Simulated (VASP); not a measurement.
# BAs (zincblende type) (F-43m) in VASP: further runs

Runs on BAs (zincblende type). Level: r2SCAN. Tasks: single point.

Everything below comes from runs of VASP 6.6.1. Logs are shortened: lines on timing, memory, paths and dates and some standing lists are left out, and cuts for length are marked.

## Step 1: The cell of the first run

It takes space group F-43m (No. 216, cubic). Conventional cell: a = 3.666 Å, b = 3.666 Å, c = 3.666 Å, α = 90.00°, β = 90.00°, γ = 90.00°. Within 2.1 Å of B (site symmetry -43m) lie 4 As at 1.59 Å. Within 2.1 Å of As (site symmetry -43m) lie 4 B at 1.59 Å.

## Step 2: Single point, r2SCAN (6.16 Å³/atom)

The input, POSCAR:

```
BAs
1.0
    0.0000000000      1.8329025401      1.8329025401
    1.8329025401      0.0000000000      1.8329025401
    1.8329025401      1.8329025401      0.0000000000
B As
1 1
Direct
    0.0000000000      0.0000000000      0.0000000000
    0.2500000000      0.2500000000      0.2500000000
```

The input, INCAR.step1:

```
SYSTEM = BAs
PREC     = Accurate       ! precision mode
ENCUT    = 520            ! plane-wave cutoff, eV
ISMEAR   = -1             ! smearing method
SIGMA    = 0.1            ! smearing width, eV
LREAL    = .False.        ! projectors in reciprocal space
LASPH    = .True.         ! aspherical terms in the spheres
NELM     = 80             ! most SCF steps
NBANDS   = 11             ! bands
GGA      = PE             ! functional
ALGO     = Normal         ! electronic algorithm
EDIFF    = 1E-4           ! SCF threshold, eV
LWAVE    = .True.         ! write WAVECAR
LCHARG   = .False.        ! write CHGCAR
```

The input, INCAR.step2:

```
SYSTEM = BAs
PREC     = Accurate       ! precision mode
ENCUT    = 520            ! plane-wave cutoff, eV
EDIFF    = 1E-6           ! SCF threshold, eV
ISMEAR   = -1             ! smearing method
SIGMA    = 0.1            ! smearing width, eV
LREAL    = .False.        ! projectors in reciprocal space
LASPH    = .True.         ! aspherical terms in the spheres
NELM     = 80             ! most SCF steps
ALGO     = Normal         ! electronic algorithm
ISIF     = 2              ! what is computed and relaxed
LWAVE    = .False.        ! write WAVECAR
LCHARG   = .False.        ! write CHGCAR
METAGGA  = R2SCAN         ! meta-GGA
LMIXTAU  = .True.       
NBANDS   = 11             ! bands
ISTART   = 1
```

The input, KPOINTS:

```
Automatic mesh
0
Gamma
  15 15 15
  0 0 0
```

Potentials or basis: VASP PAW PBE potentials, release 64 (B, As).

Run with:

```sh
cat potpaw_PBE.64/B/POTCAR potpaw_PBE.64/As/POTCAR > POTCAR
cp INCAR.step1 INCAR
mpirun -np 1 vasp_std > vasp.out
cp INCAR.step2 INCAR
mpirun -np 1 vasp_std > vasp.out
```

OUTCAR:

```text
SYSTEM = BAs
   PREC = Accurate
   ENCUT = 520
   EDIFF = 1E-6
   ISMEAR = -1
   LREAL = .False.
   LASPH = .True.
   NELM = 80
   ISIF = 2
   METAGGA = R2SCAN
   ISTART = 1

 ion  position               nearest neighbor table
   1  0.000  0.000  0.000-   2 1.59   2 1.59   2 1.59   2 1.59
   2  0.250  0.250  0.250-   1 1.59   1 1.59   1 1.59   1 1.59

  LATTYP: Found a face centered cubic cell.
 ALAT       =     3.6658050802

  Lattice vectors:

 A1 = (   0.0000000000,   1.8329025401,   1.8329025401)
 A2 = (   1.8329025401,   0.0000000000,   1.8329025401)
 A3 = (   1.8329025401,   1.8329025401,   0.0000000000)

Analysis of symmetry for initial positions (statically):
=====================================================================
 Subroutine PRICEL returns:
 Original cell was already a primitive cell.

 Routine SETGRP: Setting up the symmetry group for a
 face centered cubic supercell.

 Subroutine GETGRP returns: Found 24 space group operations
 (whereof 24 operations were pure point group operations)
 out of a pool of 48 trial point group operations.

The static configuration has the point symmetry T_d .

Analysis of symmetry for dynamics (positions and initial velocities):
=====================================================================
 Subroutine PRICEL returns:
 Original cell was already a primitive cell.

 Routine SETGRP: Setting up the symmetry group for a
 face centered cubic supercell.

 Subroutine GETGRP returns: Found 24 space group operations
 (whereof 24 operations were pure point group operations)
 out of a pool of 48 trial point group operations.

The dynamic configuration has the point symmetry T_d .

 Subroutine INISYM returns: Found 24 space group operations
 (whereof 24 operations are pure point group operations),
 and found     1 'primitive' translations

----------------------------------------------------------------------------------------

                                     Primitive cell

  volume of cell :      12.3154

  direct lattice vectors                    reciprocal lattice vectors
     0.000000000  1.832902540  1.832902540    -0.272791373  0.272791373  0.272791373
     1.832902540  0.000000000  1.832902540     0.272791373 -0.272791373  0.272791373
     1.832902540  1.832902540  0.000000000     0.272791373  0.272791373 -0.272791373

  length of vectors
     2.592115631  2.592115631  2.592115631     0.472488517  0.472488517  0.472488517

  position of ions in fractional coordinates (direct lattice)
     0.000000000  0.000000000  0.000000000
     0.250000000  0.250000000  0.250000000

  ion indices of the primitive-cell ions
   primitive index   ion index
                 1           1
                 2           2

----------------------------------------------------------------------------------------

 KPOINTS: Automatic mesh

Automatic generation of k-mesh.
 Grid dimensions read from file:
 generate k-points for:   15   15   15

 Generating k-lattice:

  Cartesian coordinates                     Fractional coordinates (reciprocal lattice)
    -0.018186092  0.018186092  0.018186092     0.066666667  0.000000000  0.000000000
     0.018186092 -0.018186092  0.018186092     0.000000000  0.066666667  0.000000000
     0.018186092  0.018186092 -0.018186092     0.000000000  0.000000000  0.066666667

  Length of vectors
     0.031499234  0.031499234  0.031499234

  Shift w.r.t. Gamma in fractional coordinates (k-lattice)
     0.000000000  0.000000000  0.000000000

 Subroutine IBZKPT returns following result:
 ===========================================

 Found    120 irreducible k-points:

 Following reciprocal coordinates:
            Coordinates               Weight
  0.000000  0.000000  0.000000      1.000000
  0.066667  0.000000  0.000000      8.000000
  0.133333  0.000000  0.000000      8.000000
  0.200000  0.000000  0.000000      8.000000
  0.266667  0.000000  0.000000      8.000000
  0.333333  0.000000  0.000000      8.000000
[... 16 lines left out ...]
  0.133333  0.133333  0.000000      6.000000
  0.200000  0.133333  0.000000     24.000000
 [... further k-points ...]
   k-points           NKPTS =    120   k-points in BZ     NKDIM =    120   number of bands    NBANDS=     11
   number of dos      NEDOS =    301   number of ions     NIONS =      2
   total plane-waves  NPLWV =   8000
   dimension x,y,z NGX =    20 NGY =   20 NGZ =   20
   dimension x,y,z NGXF=    40 NGYF=   40 NGZF=   40
   ions per type =               1   1
   NGX,Y,Z   is equivalent  to a cutoff of  12.83, 12.83, 12.83 a.u.
   NGXF,Y,Z  is equivalent  to a cutoff of  25.65, 25.65, 25.65 a.u.
 SYSTEM =  BAs
   PREC   = accura    normal or accurate (medium, high low for compatibility)
   ISTART =      1    job   : 0-new  1-cont  2-samecut
   ICHARG =      0    charge: 1-file 2-atom 10-const
   ISPIN  =      1    spin polarized calculation?
   LNONCOLLINEAR =      F non collinear calculations
   LSORBIT =      F    spin-orbit coupling
   LASPH  =      T    aspherical Exc in radial PAW
   ENCUT  =  520.0 eV  38.22 Ry    6.18 a.u.   4.82  4.82  4.82*2*pi/ulx,y,z
   NELM   =     80;   NELMIN=  2; NELMDL=  0     # of ELM steps
   EDIFF  = 0.1E-05   stopping-criterion for ELM
   LREAL  =      F    real-space projection
   EDIFFG = 0.1E-04   stopping-criterion for IOM
   NSW    =      0    number of steps for IOM
   IBRION =     -1    ionic relax: 0-MD 1-quasi-New 2-CG
   NFREE  =      0    steps in history (QN), initial steepest desc. (CG)
   ISIF   =      2    stress and relaxation
   ISYM   =      2    0-nonsym 1-usesym 2-fastsym
   POTIM  = 0.5000    time-step for ionic-motion
   TEBEG  =    0.0;   TEEND  =   0.0 temperature during run
   PSTRESS=    0.0 pullay stress
   NELECT =       8.0000    total number of electrons
   NUPDOWN=      -1.0000    fix difference up-down
   EMIN   =  10.00;   EMAX   =-10.00  energy-range for DOS
   EFERMI =   0.00;   METHOD = LEGACY
   ISMEAR =    -1;   SIGMA  =   0.10  broadening in eV -4-tet -1-fermi 0-gaus
   EFERMI_NEDOS =   21; number of points for ismear=-14 and -15
   IALGO  =     38    algorithm
   IMIX   =      4    mixing-type and parameters
     AMIX     =   0.40;   BMIX     =  1.00
     AMIX_MAG =   1.60;   BMIX_MAG =  1.00
  volume/ion in A,a.u.               =       6.16        41.55
  Fermi-wavevector in a.u.,A,eV,Ry     =   1.417823  2.679298 27.350745  2.010223
  Thomas-Fermi vector in A             =   2.539013
   LORBIT       =      0    0 simple, 1 ext, 2 COOP (PROOUT), +10 PAW based schemes
   METAGGA = R2SCAN    functional components
   LHFCALC =     F    Hartree Fock is set to
   AEXX    =    0.0000 exact exchange contribution
   IVDW    =     0    specifies the selected vdW correction
   LEPSILON=     F    determine dielectric tensor
   LRPA    =     F    only Hartree local field effects (RPA)
 non-spin polarized calculation
  energy-cutoff  :      520.00
  volume of cell :       12.32
 maximum number of plane-waves:       343
   NGX =  9   NGY =  9   NGZ =  9

 number of electron       7.9999999 magnetization

 Free energy of the ion-electron system (eV)
  ---------------------------------------------------
  ext. energy  EPLUGINS =         0.00000000
  ---------------------------------------------------
  free energy    TOTEN  =        -9.00319012 eV

  energy without entropy =       -9.00276830  energy(sigma->0) =       -9.00297921

 E-fermi :  18.5133     XC(G=0): -15.1696

 val. band max:       18.2955649535   @ k =   0.0000   0.0000   0.0000
 cond. band min:      18.7450932833   @ k =   0.4667   0.4667   0.0000
 fundamental gap:      0.4495283298
 Fermi energy:        18.5133342685

 k-point     1 :       0.0000    0.0000    0.0000
  band No.  band energies     occupation
      1      -8.1101      2.00000
      2      18.2956      1.79646
      3      18.2956      1.79646
      4      18.2956      1.79646
      5      24.0752      0.00000
      6      24.0752      0.00000
      7      24.0752      0.00000
      8      31.9388      0.00000
      9      36.1575      0.00000
     10      36.1575      0.00000
     11      37.1820      0.00000

 k-point     2 :       0.0667    0.0000    0.0000
  band No.  band energies     occupation
      1      -7.9693      2.00000
      2      17.1119      2.00000
      3      17.9995      1.98833
      4      17.9995      1.98833
      5      24.4683      0.00000
      6      24.4683      0.00000
      7      24.7230      0.00000
      8      31.7725      0.00000
      9      34.4210      0.00000
     10      34.4210      0.00000
     11      36.7498      0.00000

 k-point     3 :       0.1333    0.0000    0.0000
  band No.  band energies     occupation
      1      -7.5469      2.00000
      2      14.6011      2.00000
      3      17.3262      1.99999
      4      17.3262      1.99999
      5      25.3099      0.00000
      6      25.3099      0.00000
      7      25.7697      0.00000
      8      31.2561      0.00000
      9      32.8889      0.00000
     10      32.8889      0.00000
     11      37.0397      0.00000

 k-point     4 :       0.2000    0.0000    0.0000
  band No.  band energies     occupation
      1      -6.8430      2.00000
      2      11.7186      2.00000
      3      16.5781      2.00000
      4      16.5781      2.00000
      5      25.8795      0.00000
      6      25.8795      0.00000
      7      26.6015      0.00000
      8      30.5432      0.00000
      9      32.4380      0.00000
     10      32.4380      0.00000
     11      37.8601      0.00000

 k-point     5 :       0.2667    0.0000    0.0000
  band No.  band energies     occupation
      1      -5.8587      2.00000
      2       8.8105      2.00000
      3      15.9112      2.00000
      4      15.9112      2.00000
      5      25.6987      0.00000
      6      25.6987      0.00000
      7      27.2037      0.00000
      8      29.8371      0.00000
      9      33.4274      0.00000
     10      33.4274      0.00000
     11      38.8644      0.00000
[... 211 lines left out ...]
 k-point    21 :      -0.1333    0.0667    0.0000
  band No.  band energies     occupation
      1      -7.2183      2.00000
      2      13.6868      2.00000
      3      15.4916      2.00000
      4      17.7532      1.99900
      5      24.9531      0.00000
      6      25.8909      0.00000
      7      26.9282      0.00000
      8      30.2983      0.00000
      9      31.2016      0.00000
     10      34.9463      0.00000
     11      37.8026      0.00000

 k-point    22 :      -0.0667    0.0667    0.0000
  band No.  band energies     occupation
      1      -7.7347      2.00000
      2      16.2167      2.00000
      3      16.4061      2.00000
      4      18.1667      1.93944
      5      24.4112      0.00000
      6      25.0772      0.00000
      7      25.9263      0.00000
      8      31.1447      0.00000
      9      32.4691      0.00000
     10      34.9268      0.00000
     11      37.6233      0.00000

 k-point    23 :       0.1333    0.1333    0.0000
  band No.  band energies     occupation
      1      -7.3588      2.00000
      2      15.4759      2.00000
      3      15.4759      2.00000
      4      17.0547      2.00000
      5      22.4779      0.00000
      6      27.5928      0.00000
      7      27.5928      0.00000
      8      27.7599      0.00000
      9      34.3409      0.00000
     10      36.7973      0.00000
     11      38.6346      0.00000

 k-point    24 :       0.2000    0.1333    0.0000
  band No.  band energies     occupation
      1      -6.8421      2.00000
      2      13.6046      2.00000
      3      14.5931      2.00000
      4      16.5569      2.00000
      5      22.3564      0.00000
      6      26.3280      0.00000
      7      28.7103      0.00000
      8      28.8173      0.00000
      9      34.7584      0.00000
     10      36.1763      0.00000
     11      38.9857      0.00000

 [... further k-points ...]

------------------------ aborting loop because EDIFF is reached ----------------------------------------

  FORCE on cell =-STRESS in cart. coord.  units (eV):
  Direction    XX          YY          ZZ          XY          YZ          ZX
  --------------------------------------------------------------------------------------
  -------------------------------------------------------------------------------------
  Total       41.5846999     41.5846999     41.5846999      0.0000000     -0.0000000     -0.0000000
  in kB     5409.9847268   5409.9847268   5409.9847268      0.0000000     -0.0000000     -0.0000000
  external PRESSURE =    5409.9847268 kB  Pullay stress =       0.0000000 kB

 VOLUME and BASIS-vectors are now :
 -----------------------------------------------------------------------------
  energy-cutoff  :      520.00
  volume of cell :       12.32
      direct lattice vectors                 reciprocal lattice vectors
     0.000000000  1.832902540  1.832902540    -0.272791373  0.272791373  0.272791373
     1.832902540  0.000000000  1.832902540     0.272791373 -0.272791373  0.272791373
     1.832902540  1.832902540  0.000000000     0.272791373  0.272791373 -0.272791373

 POSITION                                       TOTAL-FORCE (eV/Angst)
 -----------------------------------------------------------------------------------
      0.00000      0.00000      0.00000        -0.000000     -0.000000     -0.000000
      0.91645      0.91645      0.91645         0.000000      0.000000      0.000000
 -----------------------------------------------------------------------------------
    total drift:                                0.000000      0.000000      0.000000

  FREE ENERGIE OF THE ION-ELECTRON SYSTEM (eV)
  ---------------------------------------------------
  free  energy   TOTEN  =        -9.0031901172 eV

  energy  without entropy=       -9.0027683021  energy(sigma->0) =       -9.00297921
```

Run time: 1.9 min. Hardware: 1 thread of Intel Xeon 8259CL, shared host; peak memory 0.14 GiB.

What came out:

```yaml
Free_energy: -9.0032 eV
Pressure: 541.0 GPa
Band_gap_on_the_k_mesh: 0.45 eV (least direct gap 5.42 eV)
```

Levels at points of the mesh, in eV from the valence-band top:
| k point | band 2 | band 3 | band 4 | band 5 | band 6 | band 7 |
| --- | --- | --- | --- | --- | --- | --- |
| (0.00, 0.00, 0.00) | 0.00 | 0.00 | 0.00 | 5.78 | 5.78 | 5.78 |

Caveat: the cell stands under pressure; the PAW data sets were made with another functional, which shifts forces and pressure a little; an odd mesh through Γ misses points on the zone boundary, where band edges can lie.

## Step 3: Single point, r2SCAN (7.53 Å³/atom)

This run uses another cell than the first one, of 7.53 Å³/atom.

The input, POSCAR:

```
BAs
1.0
    0.0000000000      1.9596992736      1.9596992736
    1.9596992736      0.0000000000      1.9596992736
    1.9596992736      1.9596992736      0.0000000000
B As
1 1
Direct
    0.0000000000      0.0000000000      0.0000000000
    0.2500000000      0.2500000000      0.2500000000
```

The input, INCAR.step1:

```
PREC = Accurate
ENCUT = 520
ISMEAR = -1
SIGMA = 0.1
LREAL = F
LASPH = T
NELM = 100
NBANDS = 11
GGA = PE
ALGO = Normal
EDIFF = 1E-4
LWAVE = T
LCHARG = F
```

The input, INCAR.step2:

```
PREC = Accurate
ENCUT = 520
EDIFF = 1E-6
ISMEAR = -1
SIGMA = 0.1
LREAL = F
LASPH = T
NELM = 100
ALGO = Normal
ISIF = 2
LWAVE = F
LCHARG = F
METAGGA = R2SCAN
LMIXTAU = T
NBANDS = 11
ISTART = 1
```

The input, KPOINTS:

```
regular mesh
0
Gamma
  15 15 15
```

Potentials or basis: VASP PAW PBE potentials, release 64 (B, As).

Run with:

```sh
cat potpaw_PBE.64/B/POTCAR potpaw_PBE.64/As/POTCAR > POTCAR
cp INCAR.step1 INCAR
mpirun -np 1 vasp_std > vasp.out
cp INCAR.step2 INCAR
mpirun -np 1 vasp_std > vasp.out
```

Run time: 2 min. Hardware: 1 thread of Intel Xeon 8259CL, shared host; peak memory 0.16 GiB.

The run converged. Its results:

```yaml
Free_energy: -15.7150 eV
Pressure: 276.9 GPa
Band_gap_on_the_k_mesh: 0.62 eV (least direct gap 4.72 eV)
```

Levels at points of the mesh, in eV from the valence-band top:
```tsv
k point	band 1	band 2	band 3	band 4	band 5	band 6	band 7	band 8	band 9
(0.00, 0.00, 0.00)	-23.29	0.00	0.00	0.00	4.79	4.79	4.79	12.16	16.37
```

Caveat: the cell stands under pressure; the PAW data sets were made with another functional, which shifts forces and pressure a little; an odd mesh through Γ misses points on the zone boundary, where band edges can lie.

(Part 1 of 2 ends here.)
